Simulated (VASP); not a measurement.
Write the native input for VASP 6.6.1 that does the following.

```
Task                   : single point
Functional             : PBE
Dispersion             : D3(BJ)
Potentials or basis    : VASP PAW PBE potentials, release 64 (W_sv, Se)
Cutoff                 : 520 eV
k mesh                 : 12 × 12 × 2
Occupations            : gaussian, width 0.02 eV
Spin                   : no spin polarisation
Dipole correction      : no
Further INCAR settings : ALGO = Normal; EDIFF = 1e-06; NBANDS = 35
```

The structure of WSe2 lies in POSCAR:

```
WSe2
1.0
    3.3283613772      0.0000000000      0.0000000000
   -1.6641806886      2.8824455057      0.0000000000
    0.0000000000      0.0000000000     12.6733000231
W Se
2 4
Direct
    0.6666666667      0.3333333333      0.2499645175
    0.3333333333      0.6666666667      0.7500354825
    0.3333333333      0.6666666667      0.3816646942
    0.6666666667      0.3333333333      0.8817349847
    0.3333333333      0.6666666667      0.1182650153
    0.6666666667      0.3333333333      0.6183353058
```

This cell differs from its parent crystal: biaxial strain in the a-b plane: +1.5 %.

These files were run (other wordings do the same):

INCAR

```
  PREC = Accurate
  ENCUT = 520
  EDIFF = 1E-6
  ISMEAR = 0
  SIGMA = 0.02
  LREAL = False
  LASPH = True
  NELM = 60
  ALGO = Normal
  ISIF = 2
  LWAVE = False
  LCHARG = False
  GGA = PE
  IVDW = 12
  NBANDS = 35
```

KPOINTS

```
Automatic mesh
0
Gamma
  12 12 2
```

Potentials or basis: VASP PAW PBE potentials, release 64 (W_sv, Se).

The run is started by

```bash
$ cat potpaw_PBE.64/W_sv/POTCAR potpaw_PBE.64/Se/POTCAR > POTCAR
$ mpirun -np 1 vasp_std > vasp.out
```

Results of the run:

```yaml
Pressure: -2.1 GPa
Largest_force: 0.022 eV/Å
Band_gap_on_the_k_mesh: 0.86 eV (least direct gap 1.38 eV)
Dispersion_energy_per_atom: -0.466 eV
```

Caveat: the cell differs from its parent crystal (biaxial strain in the a-b plane: +1.5 %); spin-orbit coupling is left out, which moves the levels of the heavy elements.

It took 81 s on 1 thread of Intel(R) Xeon(R) 6975P-C (Granite Rapids), with other jobs on the host, peak memory 0.33 GiB.
